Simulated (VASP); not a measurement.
Wanted: the native input for a VASP 6.6.1 run.

```
Task                   : single point
Functional             : LDA
Potentials or basis    : VASP PAW LDA potentials, release 64 (Zn, Se)
Cutoff                 : 520 eV
k mesh                 : 12 × 12 × 4
Occupations            : fermi-dirac, width 0.02 eV
Spin                   : no spin polarisation
Dipole correction      : no
Further INCAR settings : ALGO = Normal; EDIFF = 1e-07; NBANDS = 26
```

The structure of ZnSe lies in POSCAR:

```
ZnSe
1.0
    3.7046490743      0.0000000000      0.0000000000
   -1.8523245372      3.2083202105      0.0000000000
    0.0000000000      0.0000000000      6.0214929364
Zn Se
2 2
Direct
    0.0000000000      0.0000000000      0.0000000000
    0.0000000000      0.0000000000      0.5000000000
    0.3333333333      0.6666666667      0.2500000000
    0.6666666667      0.3333333333      0.7500000000
```

These files were run (other wordings do the same):

INCAR

```
SYSTEM = ZnSe
PREC     = Accurate       ! precision mode
ENCUT    = 520            ! plane-wave cutoff, eV
EDIFF    = 1E-7           ! SCF threshold, eV
ISMEAR   = -1             ! smearing method
SIGMA    = 0.02           ! smearing width, eV
LREAL    = .FALSE.        ! projectors in reciprocal space
LASPH    = .TRUE.         ! aspherical terms in the spheres
NELM     = 60             ! most SCF steps
ALGO     = Normal         ! electronic algorithm
ISIF     = 2              ! what is computed and relaxed
LWAVE    = .FALSE.        ! write WAVECAR
LCHARG   = .FALSE.        ! write CHGCAR
GGA      = CA             ! functional
NBANDS   = 26             ! bands
```

KPOINTS

```
Automatic mesh
0
G
  12 12 4
  0 0 0
```

Potentials or basis: VASP PAW LDA potentials, release 64 (Zn, Se).

Run with:

```console
$ cat potpaw_LDA.64/Zn/POTCAR potpaw_LDA.64/Se/POTCAR > POTCAR
$ mpirun -np 1 vasp_std > vasp.out
```

Results of the run:

```
Pressure               : 0.4 GPa
Band gap on the k mesh : zero (bands 18 and 19 overlap by 0.64 eV)
```

Caveat: semilocal functionals underestimate gaps, and a narrow one can read as zero.

Run time: 2.4 min on 1 thread of Intel Xeon 8259CL, with other jobs on the host, peak memory 0.22 GiB.
